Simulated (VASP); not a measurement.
Crystal: Al2O3.

```
Al O
1.0
     3.01748    0.00000    0.00000
    -1.50874    2.61322    0.00000
     0.00000    0.00000    7.57464
Al O
2 3
Direct
  0.00000 0.00000 0.27795
  0.00000 0.00000 0.72205
  0.33333 0.66667 0.19945
  0.66667 0.33333 0.80055
  0.00000 0.00000 0.50000
```

- Program: VASP 6.6.1
- Task: relaxation of cell and atoms
- Functional: BLYP
- Dispersion: D3(BJ)
- Potentials or basis: VASP PAW PBE potentials, release 64 (Al, O)
- Cutoff: 600 eV
- k mesh: 12 × 12 × 4
- Occupations: gaussian, width 0.01 eV
- Spin: no spin polarisation

At the start: pressure -3.3 GPa; volume 11.95 Å³/atom.

Problem. Where does the relaxation end?

Solution. Over 18 steps the energy falls by 7.8 meV/atom and the volume is 11.22 Å³/atom (-6.1 %); space group P-3m1 (No. 164, to 0.05 Å).

Step by step:
```
step  energy change (eV)  largest force (eV/Å)  pressure (GPa)  volume (Å³)
   1              0.0000                0.1453           -3.33        59.73
   2             -0.0016                0.4551            3.13        57.61
   3             -0.0128                0.2394           -0.13        58.62
   4             -0.0134                0.2239            0.06        58.33
   5             -0.0144                0.1548           -0.04        58.46
   6             -0.0176                0.1564            0.02        58.28
   7             -0.0260                0.1555            0.05        57.73
   8             -0.0364                0.1455            0.35        56.63
   9             -0.0106                0.0935            1.84        54.41
  10             -0.0360                0.1487            0.79        56.29
  11             -0.0381                0.1127            0.16        56.25
  12             -0.0383                0.1319           -0.13        56.23
  13             -0.0389                0.0611           -0.18        56.19
  14             -0.0390                0.0068           -0.24        56.16
  15             -0.0391                0.0052           -0.11        56.11
  16             -0.0392                0.0101            0.01        56.06
  17             -0.0392                0.0100            0.01        56.07
  18             -0.0392                0.0075           -0.05        56.09
```

Final structure:
```yaml
crystal:
  lattice:
    - [2.99964, 0.00000, 0.00000]
    - [-1.49982, 2.59777, 0.00000]
    - [0.00000, 0.00000, 7.19777]
  atoms:
    - { symbol: Al, position: [0.00000, 0.00000, 0.26749] }
    - { symbol: Al, position: [0.00000, 0.00000, 0.73251] }
    - { symbol: O, position: [0.33333, 0.66667, 0.18620] }
    - { symbol: O, position: [0.66667, 0.33333, 0.81380] }
    - { symbol: O, position: [0.00000, 0.00000, 0.50000] }
```

Caveat: the PAW data sets were made with another functional, which shifts forces and pressure a little.
